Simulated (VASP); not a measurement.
# NaSnS3 (P6_3/mmc) in VASP: single point with PBE

Aim: the single point of NaSnS3 with PBE.

All numbers are computed with VASP 6.6.1; they aren't measurements. Logs are shortened: lines on timing, memory, paths and dates and some standing lists are left out, and cuts for length are marked.

**1. The cell of the first run**

It takes space group P6_3/mmc (No. 194, hexagonal). Conventional cell: a = 6.621 Å, b = 6.621 Å, c = 6.690 Å, α = 90.00°, β = 90.00°, γ = 120.00°. Na (site symmetry -6m2) has 12 S at 3.31 to 3.83 Å and 6 Sn at 4.17 Å within 4.4 Å. Sn (site symmetry -3m) has 6 S at 2.57 Å and 2 Sn at 3.34 Å within 3.4 Å. S (site symmetry mm2) has 2 Sn at 2.57 Å and 4 S at 3.23 to 3.39 Å and 2 Na at 3.31 Å within 3.4 Å.

**2. Single point, PBE**

Contents of INCAR:

```
SYSTEM = NaSnS3
PREC = Accurate
ENCUT = 520
EDIFF = 1E-6
ISMEAR = 0
SIGMA = 0.1
LREAL = .False.
LASPH = .True.
NELM = 80
ALGO = Normal
ISIF = 2
LWAVE = .False.
LCHARG = .True.
GGA = PE
LELF = .True.
LVHAR = .True.
NBANDS = 50
```

Contents of KPOINTS:

```
regular mesh
0
Gamma
  6 6 6
  0 0 0
```

Contents of POSCAR:

```
NaSnS3
1.0
    6.6206243103      0.0000000000      0.0000000000
   -3.3103121551      5.7336288416      0.0000000000
    0.0000000000      0.0000000000      6.6895553165
Na Sn S
2 2 6
Direct
    0.3333333333      0.6666666667      0.7500000000
    0.6666666667      0.3333333333      0.2500000000
    0.0000000000      0.0000000000      0.5000000000
    0.0000000000      0.0000000000      0.0000000000
    0.1705304580      0.3410609160      0.2500000000
    0.8294695420      0.1705304580      0.7500000000
    0.8294695420      0.6589390840      0.7500000000
    0.1705304580      0.8294695420      0.2500000000
    0.6589390840      0.8294695420      0.2500000000
    0.3410609160      0.1705304580      0.7500000000
```

Potentials or basis: VASP PAW PBE potentials, release 64 (Na_pv, Sn_d, S).

Launch:

```console
cat potpaw_PBE.64/Na_pv/POTCAR potpaw_PBE.64/Sn_d/POTCAR potpaw_PBE.64/S/POTCAR > POTCAR
mpirun -np 1 vasp_std > vasp.out
```

OUTCAR:

```text
SYSTEM = NaSnS3
   PREC = Accurate
   ENCUT = 520
   EDIFF = 1E-6
   ISMEAR = 0
   LREAL = .False.
   LASPH = .True.
   NELM = 80
   ISIF = 2
   GGA = PE

 ion  position               nearest neighbor table
   1  0.333  0.667  0.750-
   2  0.667  0.333  0.250-
   3  0.000  0.000  0.500-   5 2.57   7 2.57   6 2.57   8 2.57   9 2.57  10 2.57   4 3.34   4 3.34

   4  0.000  0.000  0.000-   5 2.57   7 2.57   6 2.57   8 2.57   9 2.57  10 2.57   3 3.34   3 3.34

   5  0.171  0.341  0.250-   3 2.57   4 2.57
   6  0.829  0.171  0.750-   3 2.57   4 2.57
   7  0.829  0.659  0.750-   3 2.57   4 2.57
   8  0.171  0.829  0.250-   3 2.57   4 2.57
   9  0.659  0.829  0.250-   3 2.57   4 2.57
  10  0.341  0.171  0.750-   3 2.57   4 2.57

  LATTYP: Found a hexagonal cell.
 ALAT       =     6.6206243103
 C/A-ratio  =     1.0104115568

  Lattice vectors:

 A1 = (   6.6206243103,   0.0000000000,   0.0000000000)
 A2 = (  -3.3103121551,   5.7336288416,   0.0000000000)
 A3 = (   0.0000000000,   0.0000000000,   6.6895553165)

Analysis of symmetry for initial positions (statically):
=====================================================================
 Subroutine PRICEL returns:
 Original cell was already a primitive cell.

 Routine SETGRP: Setting up the symmetry group for a
 hexagonal supercell.

 Subroutine GETGRP returns: Found 24 space group operations
 (whereof 12 operations were pure point group operations)
 out of a pool of 24 trial point group operations.

The static configuration has the point symmetry D_3d.
 The point group associated with its full space group is D_6h.

Analysis of symmetry for dynamics (positions and initial velocities):
=====================================================================
 Subroutine PRICEL returns:
 Original cell was already a primitive cell.

 Routine SETGRP: Setting up the symmetry group for a
 hexagonal supercell.

 Subroutine GETGRP returns: Found 24 space group operations
 (whereof 12 operations were pure point group operations)
 out of a pool of 24 trial point group operations.

The dynamic configuration has the point symmetry D_3d.
 The point group associated with its full space group is D_6h.

 Subroutine INISYM returns: Found 24 space group operations
 (whereof 12 operations are pure point group operations),
 and found     1 'primitive' translations

----------------------------------------------------------------------------------------

                                     Primitive cell

  volume of cell :     253.9369

  direct lattice vectors                    reciprocal lattice vectors
     6.620624310  0.000000000  0.000000000     0.151043157  0.087204808  0.000000000
    -3.310312155  5.733628842  0.000000000     0.000000000  0.174409615  0.000000000
     0.000000000  0.000000000  6.689555316     0.000000000  0.000000000  0.149486767

  length of vectors
     6.620624310  6.620624310  6.689555316     0.174409615  0.174409615  0.149486767

  position of ions in fractional coordinates (direct lattice)
     0.333333333  0.666666667  0.750000000
     0.666666667  0.333333333  0.250000000
     0.000000000  0.000000000  0.500000000
     0.000000000  0.000000000  0.000000000
     0.170530458  0.341060916  0.250000000
     0.829469542  0.170530458  0.750000000
     0.829469542  0.658939084  0.750000000
     0.170530458  0.829469542  0.250000000
     0.658939084  0.829469542  0.250000000
     0.341060916  0.170530458  0.750000000

  ion indices of the primitive-cell ions
   primitive index   ion index
                 1           1
                 2           2
                 3           3
                 4           4
                 5           5
                 6           6
                 7           7
                 8           8
                 9           9
                10          10

----------------------------------------------------------------------------------------

 KPOINTS: regular mesh

Automatic generation of k-mesh.
 Grid dimensions read from file:
 generate k-points for:    6    6    6

 Generating k-lattice:

  Cartesian coordinates                     Fractional coordinates (reciprocal lattice)
     0.025173860  0.014534135  0.000000000     0.166666667  0.000000000  0.000000000
     0.000000000  0.029068269  0.000000000     0.000000000  0.166666667  0.000000000
     0.000000000  0.000000000  0.024914461     0.000000000  0.000000000  0.166666667

  Length of vectors
     0.029068269  0.029068269  0.024914461

  Shift w.r.t. Gamma in fractional coordinates (k-lattice)
     0.000000000  0.000000000  0.000000000

 Subroutine IBZKPT returns following result:
 ===========================================

 Found     28 irreducible k-points:

 Following reciprocal coordinates:
            Coordinates               Weight
  0.000000  0.000000  0.000000      1.000000
  0.166667 -0.000000  0.000000      6.000000
  0.333333  0.000000  0.000000      6.000000
  0.500000 -0.000000  0.000000      3.000000
  0.166667  0.166667  0.000000      6.000000
  0.333333  0.166667  0.000000     12.000000
[... 16 lines left out ...]
  0.166667 -0.000000  0.500000      6.000000
  0.333333  0.000000  0.500000      6.000000
 [... further k-points ...]
   k-points           NKPTS =     28   k-points in BZ     NKDIM =     28   number of bands    NBANDS=     50
   number of dos      NEDOS =    301   number of ions     NIONS =     10
   total plane-waves  NPLWV = 125000
   dimension x,y,z NGX =    50 NGY =   50 NGZ =   50
   dimension x,y,z NGXF=   100 NGYF=  100 NGZF=  100
   ions per type =               2   2   6
   NGX,Y,Z   is equivalent  to a cutoff of  12.56, 12.56, 12.43 a.u.
   NGXF,Y,Z  is equivalent  to a cutoff of  25.11, 25.11, 24.85 a.u.
 SYSTEM =  NaSnS3
   PREC   = accura    normal or accurate (medium, high low for compatibility)
   ISTART =      0    job   : 0-new  1-cont  2-samecut
   ICHARG =      2    charge: 1-file 2-atom 10-const
   ISPIN  =      1    spin polarized calculation?
   LNONCOLLINEAR =      F non collinear calculations
   LSORBIT =      F    spin-orbit coupling
   LASPH  =      T    aspherical Exc in radial PAW
   ENCUT  =  520.0 eV  38.22 Ry    6.18 a.u.  12.31 12.31 12.44*2*pi/ulx,y,z
   NELM   =     80;   NELMIN=  2; NELMDL= -5     # of ELM steps
   EDIFF  = 0.1E-05   stopping-criterion for ELM
   LREAL  =      F    real-space projection
   EDIFFG = 0.1E-04   stopping-criterion for IOM
   NSW    =      0    number of steps for IOM
   IBRION =     -1    ionic relax: 0-MD 1-quasi-New 2-CG
   NFREE  =      0    steps in history (QN), initial steepest desc. (CG)
   ISIF   =      2    stress and relaxation
   ISYM   =      2    0-nonsym 1-usesym 2-fastsym
   POTIM  = 0.5000    time-step for ionic-motion
   TEBEG  =    0.0;   TEEND  =   0.0 temperature during run
   PSTRESS=    0.0 pullay stress
   NELECT =      78.0000    total number of electrons
   NUPDOWN=      -1.0000    fix difference up-down
   EMIN   =  10.00;   EMAX   =-10.00  energy-range for DOS
   EFERMI =   0.00;   METHOD = LEGACY
   ISMEAR =     0;   SIGMA  =   0.10  broadening in eV -4-tet -1-fermi 0-gaus
   EFERMI_NEDOS =   21; number of points for ismear=-14 and -15
   IALGO  =     38    algorithm
   IMIX   =      4    mixing-type and parameters
     AMIX     =   0.40;   BMIX     =  1.00
     AMIX_MAG =   1.60;   BMIX_MAG =  1.00
  volume/ion in A,a.u.               =      25.39       171.37
  Fermi-wavevector in a.u.,A,eV,Ry     =   1.104582  2.087356 16.600473  1.220100
  Thomas-Fermi vector in A             =   2.241056
   LORBIT       =      0    0 simple, 1 ext, 2 COOP (PROOUT), +10 PAW based schemes
   GGA     = PE    functional components
   LHFCALC =     F    Hartree Fock is set to
   AEXX    =    0.0000 exact exchange contribution
   IVDW    =     0    specifies the selected vdW correction
   LEPSILON=     F    determine dielectric tensor
   LRPA    =     F    only Hartree local field effects (RPA)
 non-spin polarized calculation
 Gauss-broadening in eV      SIGMA  =   0.10
  energy-cutoff  :      520.00
  volume of cell :      253.94
 maximum number of plane-waves:      6867
 NGX is ok and might be reduce to    50
   NGX = 25   NGY = 25   NGZ = 25

 number of electron      77.9999987 magnetization

 Free energy of the ion-electron system (eV)
  ---------------------------------------------------
  ext. energy  EPLUGINS =         0.00000000
  ---------------------------------------------------
  free energy    TOTEN  =       -38.14631703 eV

  energy without entropy =      -38.09667431  energy(sigma->0) =      -38.12149567

 E-fermi :   2.8962     XC(G=0):  -8.5230

 val. band max:        2.8959320408   @ k =   0.1667   0.1667   0.1667
 cond. band min:       2.9045643840   @ k =   0.3333   0.1667   0.0000
 fundamental gap:      0.0086323431
 Fermi energy:         2.8962496228

 k-point     1 :       0.0000    0.0000    0.0000
  band No.  band energies     occupation
      1     -20.9346      2.00000
      2     -20.9341      2.00000
      3     -20.8899      2.00000
      4     -20.8899      2.00000
      5     -20.8896      2.00000
      6     -20.8896      2.00000
[... 42 lines left out ...]
     49       8.8453      0.00000
     50       8.8457      0.00000

 k-point     2 :       0.1667   -0.0000    0.0000
  band No.  band energies     occupation
      1     -20.9346      2.00000
      2     -20.9341      2.00000
      3     -20.8899      2.00000
      4     -20.8899      2.00000
      5     -20.8896      2.00000
      6     -20.8896      2.00000
[... 42 lines left out ...]
     49       8.6073      0.00000
     50       8.8165      0.00000

 k-point     3 :       0.3333    0.0000    0.0000
  band No.  band energies     occupation
      1     -20.9345      2.00000
      2     -20.9342      2.00000
      3     -20.8899      2.00000
      4     -20.8899      2.00000
      5     -20.8897      2.00000
      6     -20.8896      2.00000
[... 1102 lines left out ...]
     49       8.1804      0.00000
     50       8.1804      0.00000

 k-point    24 :       0.3333    0.0000    0.5000
  band No.  band energies     occupation
      1     -20.9343      2.00000
      2     -20.9343      2.00000
      3     -20.8898      2.00000
      4     -20.8898      2.00000
      5     -20.8897      2.00000
      6     -20.8897      2.00000
[... 42 lines left out ...]
     49       8.9335      0.00000
     50       8.9335      0.00000

 [... further k-points ...]
[... 5 lines left out ...]
  --------------------------------------------------------------------------------------
  -------------------------------------------------------------------------------------
  Total       -0.1094995     -0.1094995     -0.2098218     -0.0000000      0.0000000      0.0000000
  in kB       -0.6908710     -0.6908710     -1.3238401     -0.0000000      0.0000000      0.0000000
  external PRESSURE =      -0.9018607 kB  Pullay stress =       0.0000000 kB

 VOLUME and BASIS-vectors are now :
 -----------------------------------------------------------------------------
  energy-cutoff  :      520.00
  volume of cell :      253.94
      direct lattice vectors                 reciprocal lattice vectors
     6.620624310  0.000000000  0.000000000     0.151043157  0.087204808  0.000000000
    -3.310312155  5.733628842  0.000000000     0.000000000  0.174409615  0.000000000
     0.000000000  0.000000000  6.689555316     0.000000000  0.000000000  0.149486767

 POSITION                                       TOTAL-FORCE (eV/Angst)
 -----------------------------------------------------------------------------------
     -0.00000      3.82242      5.01717         0.000000      0.000000      0.000000
      3.31031      1.91121      1.67239         0.000000     -0.000000      0.000000
      0.00000      0.00000      3.34478         0.000000      0.000000      0.000000
      0.00000      0.00000      0.00000         0.000000      0.000000      0.000000
      0.00000      1.95552      1.67239        -0.000000     -0.000150     -0.000000
      4.92710      0.97776      5.01717         0.000129     -0.000075      0.000000
      3.31031      3.77811      5.01717         0.000000      0.000150      0.000000
     -1.61679      4.75587      1.67239        -0.000129      0.000075      0.000000
      1.61679      4.75587      1.67239         0.000129      0.000075     -0.000000
      1.69353      0.97776      5.01717        -0.000129     -0.000075     -0.000000
 -----------------------------------------------------------------------------------
    total drift:                               -0.000001      0.000000     -0.000000

  FREE ENERGIE OF THE ION-ELECTRON SYSTEM (eV)
  ---------------------------------------------------
  free  energy   TOTEN  =       -38.1463170253 eV

  energy  without entropy=      -38.0966743067  energy(sigma->0) =      -38.12149567
```

Wall time 3.7 min (1 thread of Intel Xeon 6975P-C (Granite Rapids), shared host); peak memory 0.5 GiB.

Results:

| Quantity | Value |
| --- | --- |
| Free energy | -38.1463 eV |
| Pressure | -0.1 GPa |
| Band gap on the k mesh | zero (bands 39 and 40 overlap by 1.07 eV) |

Levels at points of the mesh, in eV from the Fermi level:
```
           k point  band 36  band 37  band 38  band 39  band 40  band 41  band 42  band 43
(0.00, 0.00, 0.00)    -0.10    -0.08     0.36     0.36     0.43     0.58     1.46     3.22
(0.50, 0.00, 0.00)    -1.37    -1.02    -0.84    -0.05     0.39     1.68     2.67     4.27
(0.00, 0.00, 0.50)     0.07     0.07     0.07     0.16     0.16     1.02     1.02     4.17
(0.50, 0.00, 0.50)    -1.43    -0.88    -0.88     0.12     0.12     2.19     2.19     4.02
```

Caveat: spin-orbit coupling is left out, which moves the levels of the heavy elements.
